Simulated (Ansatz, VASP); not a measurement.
**CdS: VASP beside Ansatz**

The input INCAR:

```
ALGO     = Normal         # electronic algorithm
EDIFF    = 1E-6           # SCF threshold, eV
ENCUT    = 500            # plane-wave cutoff, eV
GGA      = PE             # functional
GGA_COMPAT= False        
ISIF     = 2              # what is computed and relaxed
ISMEAR   = 0              # smearing method
LASPH    = True           # aspherical terms in the spheres
LCHARG   = False          # write CHGCAR
LREAL    = False          # projectors in reciprocal space
LWAVE    = False          # write WAVECAR
NBANDS   = 16             # bands
NELM     = 120            # most SCF steps
PREC     = Accurate       # precision mode
SIGMA    = 0.1            # smearing width, eV
```

Contents of KPOINTS:

```
k-points
0
Gamma
  4 4 4
```

Contents of POSCAR:

```
CdS
1.0
    0.0000000000      2.9429534649      2.9429534649
    2.9429534649      0.0000000000      2.9429534649
    2.9429534649      2.9429534649      0.0000000000
Cd S
1 1
Direct
    0.0000000000      0.0000000000      0.0000000000
    0.2500000000      0.2500000000      0.2500000000
```

Input for Ansatz:

```yaml
crystal:
  lattice:
    - [0.0, 2.9429534649, 2.9429534649]
    - [2.9429534649, 0.0, 2.9429534649]
    - [2.9429534649, 2.9429534649, 0.0]
  atoms:
    - { symbol: Cd, position: [0.0, 0.0, 0.0] }
    - { symbol: S, position: [0.25, 0.25, 0.25] }
basis:
  ecutwfc: 420
kpoints:
  mp_grid: { grid: [4, 4, 4] }
hamiltonian:
  xc: pbe
scf:
  occupations: { method: gaussian, width: 0.1 }
  lower_state_search: "off"
  max_iter: 68
output:
  forces: true
  stress: true
  eigenvalues: true
```

Alike in both runs: task single point; functional PBE; k mesh 4 × 4 × 4; occupations gaussian, width 0.1 eV; no spin polarisation.

|  | VASP | Ansatz |
| --- | --- | --- |
| version | VASP 6.6.1 | Ansatz 0.2.0 |
| potentials or method | VASP PAW PBE potentials, release 64 (Cd, S), cutoff 500 eV | scalar-relativistic, plane waves, PAW |
| valence electrons in the cell | 18 | 26 |

|  | VASP | Ansatz | Ansatz less VASP |
| --- | --- | --- | --- |
| gap on the k mesh at the Fermi level (eV) | 1.08 | 1.08 | -0.003 |
| least direct gap on the mesh (eV) | 1.08 | 1.08 | -0.003 |
| pressure (GPa) | 1.6 | 1.3 | -0.31 |

VASP's potentials hold 18 valence electrons a cell and Ansatz's 26, so a difference there can come from the potentials and not from the codes.

The k mesh is coarse, so the values compare programs but aren't converged.
